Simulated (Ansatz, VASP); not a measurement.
**BP in VASP and in Ansatz**

```
CELL_PARAMETERS angstrom
0.00000 2.23833 2.23833
2.23833 0.00000 2.23833
2.23833 2.23833 0.00000
ATOMIC_POSITIONS crystal
B 0.00000 0.00000 0.00000
P 0.25000 0.25000 0.25000
```

Change from the starting cell: volume scaled by 0.96, ions relaxed.

Alike in both runs: task relaxation of the atoms; functional PBE; k mesh 16 × 16 × 16; occupations fermi-dirac, width 0.02 eV; no spin polarisation.

```csv
,VASP,Ansatz
version,VASP 6.6.1,Ansatz 0.2.0
potentials or method,"VASP PAW PBE potentials, release 64 (B, P)","plane-wave PAW, scalar-relativistic"
plane-wave cutoff (eV),520,420
valence electrons in the cell,8,8
```

|  | VASP | Ansatz | Ansatz less VASP |
| --- | --- | --- | --- |
| gap on the k mesh at the Fermi level, each at its own relaxed structure (eV) | 1.18 | 1.19 | +0.004 |

Ansatz's warnings: stress scf threshold loose.

Noted on VASP's run: the relaxation stopped at its first step, so nothing moved.
